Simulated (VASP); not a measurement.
The system is Mg2Zn3O.

```xyz
6
Lattice="3.0303 0.0000 0.0000 -1.5152 2.6244 0.0000 0.0000 0.0000 11.0935" Properties=species:S:1:pos:R:3 pbc="T T T"
Mg    1.5152    0.8748    9.8460
Mg    0.0000    1.7496    1.2475
Zn    0.0000    1.7496    7.5619
Zn    0.0000    0.0000    5.5468
Zn    1.5152    0.8748    3.5317
O     0.0000    0.0000    0.0000
```

| Item | Value |
| --- | --- |
| Program | VASP 6.6.1 |
| Task | relaxation of cell and atoms |
| Functional | PBE |
| Potentials or basis | VASP PAW PBE potentials, release 64 (Mg, Zn, O) |
| Cutoff | 600 eV |
| k mesh | 12 × 12 × 4 |
| Occupations | gaussian, width 0.1 eV |
| Spin | no spin polarisation |

At the start: pressure -0.1 GPa; volume 14.70 Å³/atom.

Where does the relaxation end?

Over 6 steps the energy falls by 3.2 meV/atom and the volume is 14.64 Å³/atom (-0.5 %); space group P-3m1 (No. 164, to 0.1 Å) before and after.

Step by step:
```tsv
step	energy change (eV)	largest force (eV/Å)	pressure (GPa)	volume (Å³)
1	0.0000	0.2976	-0.08	88.22
2	-0.0079	0.2181	-0.17	88.13
3	-0.0146	0.1953	-0.25	87.95
4	-0.0184	0.0481	0.23	87.49
5	-0.0185	0.0193	0.33	87.40
6	-0.0192	0.0097	-0.03	87.81
```

Final structure:
```
Mg Zn O
1.0
     3.01678    0.00000    0.00000
    -1.50839    2.61261    0.00000
     0.00000    0.00000   11.14151
Mg Zn O
2 3 1
Direct
  0.66667 0.33333 0.88829
  0.33333 0.66667 0.11171
  0.33333 0.66667 0.68715
  0.00000 0.00000 0.50000
  0.66667 0.33333 0.31285
  0.00000 0.00000 0.00000
```
